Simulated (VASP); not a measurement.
Here is a VASP 6.6.1 calculation.

File INCAR:

```
SYSTEM = Fe2O3
PREC = Accurate ; ENCUT = 600
EDIFF = 1E-7 ; ISMEAR = -1
SIGMA = 0.05 ; LREAL = .FALSE.
LASPH = .TRUE. ; NELM = 200
ALGO = Normal ; ISIF = 3
LWAVE = .FALSE. ; LCHARG = .FALSE.
ISPIN = 2 ; MAGMOM = 3 3 3 3 0 0 0 0 0 0
LORBIT = 11 ; LMAXMIX = 4
GGA = PE ; IBRION = 2
NSW = 60 ; EDIFFG = -0.01
GGA_COMPAT = .FALSE. ; NELMIN = 4
KPAR = 4
```

KPOINTS

```
regular mesh
0
G
  7 7 7
  0 0 0
```

Contents of POSCAR:

```
Fe2O3
1.0
    2.5190000000      1.4543453281      4.5906666667
   -2.5190000000      1.4543453281      4.5906666667
    0.0000000000     -2.9086906562      4.5906666667
Fe O
4 6
Direct
    0.3553000000      0.3553000000      0.3553000000
    0.1447000000      0.1447000000      0.1447000000
    0.6447000000      0.6447000000      0.6447000000
    0.8553000000      0.8553000000      0.8553000000
    0.5559000000      0.2500000000      0.9441000000
    0.2500000000      0.9441000000      0.5559000000
    0.9441000000      0.5559000000      0.2500000000
    0.4441000000      0.7500000000      0.0559000000
    0.7500000000      0.0559000000      0.4441000000
    0.0559000000      0.4441000000      0.7500000000
```

Potentials or basis: VASP PAW PBE potentials, release 64 (Fe, O).

The run is started by

```sh
$ cat potpaw_PBE.64/Fe/POTCAR potpaw_PBE.64/O/POTCAR > POTCAR
$ mpirun -np 4 vasp_std > vasp.out
```

(1) Predict the space group after relaxing (to 0.1 Å).

(2) Predict the band gap on the k mesh.

(3) Predict the relaxed cell.

Answers

(1) R-3c (No. 167).

(2) zero (filled and empty bands overlap).

(3) a = 5.227 Å, b = 5.227 Å, c = 5.227 Å, α = 54.44°, β = 54.44°, γ = 54.44°.

Caveat: semilocal functionals often make such compounds metallic where correlation or magnetic order opens a gap, which also shifts bond lengths.
